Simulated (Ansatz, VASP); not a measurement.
## Two plane-wave programs on Sc

```
Sc
1.0
     0.00000    3.12991    3.12991
     3.12991    0.00000    3.12991
     3.12991    3.12991    0.00000
Sc
2
Cartesian
  -0.7825 -0.7825 -0.7825
  0.7825 0.7825 0.7825
```

Alike in both runs: functional PBEsol; k mesh 11 × 11 × 11; occupations fermi-dirac, width 0.05 eV; no spin polarisation.

Ansatz relaxed the structure, and its values are those at the end. VASP's run is a single point on that final structure, the one shown.

|  | VASP | Ansatz |
| --- | --- | --- |
| version | VASP 6.6.1 | Ansatz 0.2.0 |
| potentials or method | VASP PAW PBE potentials, release 64 (Sc_sv) | PAW with Ansatz's default frozen-core files, scalar-relativistic |
| plane-wave cutoff (eV) | 520 | 420 |
| valence electrons in the cell | 22 | 22 |

```tsv
	VASP	Ansatz	Ansatz less VASP
pressure (GPa)	0.0	0.0	-0.02
```

VASP's potentials were made for PBE, not for PBEsol. The functional is the same, so the differences come from potentials, cutoffs and numerics.
